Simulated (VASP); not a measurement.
Write the native input for VASP 6.6.1 that does the following.

```
Task                   : single point
Functional             : PBEsol
Potentials or basis    : VASP PAW PBE potentials, release 64 (B)
Cutoff                 : 500 eV
k mesh                 : 19 × 19 × 19
Occupations            : fermi-dirac, width 0.08 eV
Spin                   : no spin polarisation
Dipole correction      : no
Further INCAR settings : ALGO = Normal; EDIFF = 1e-06; NBANDS = 10
```

The structure of B lies in POSCAR:

```
B
1.0
    0.0000000000      1.6423898700      1.6423898700
    1.6423898700      0.0000000000      1.6423898700
    1.6423898700      1.6423898700      0.0000000000
B
2
Direct
   -0.1250000000     -0.1250000000     -0.1250000000
    0.1250000000      0.1250000000      0.1250000000
```

These files were run (other wordings do the same):

INCAR

```
PREC = Accurate
ENCUT = 500
EDIFF = 1E-6
ISMEAR = -1
SIGMA = 0.08
LREAL = False
LASPH = True
NELM = 120
ALGO = Normal
ISIF = 2
LWAVE = False
LCHARG = True
GGA = PS
LELF = True
LVHAR = True
NBANDS = 10
GGA_COMPAT = False
```

KPOINTS

```
regular mesh
0
Gamma
  19 19 19
```

Potentials or basis: VASP PAW PBE potentials, release 64 (B).

Launch:

```bash
$ cat potpaw_PBE.64/B/POTCAR > POTCAR
$ mpirun -np 1 vasp_std > vasp.out
```

It gave:

```json
{
 "Pressure": "322.1 GPa",
 "Band gap on the k mesh": "zero (band 3 reaches 16.55 eV, above the bottom of band 4 at 4.70 eV)"
}
```

Caveat: the PAW data sets were made with another functional, which shifts forces and pressure a little.

Run time: 20 s on 1 thread of Intel Xeon 6975P-C, with other jobs on the host, peak memory 0.12 GiB.
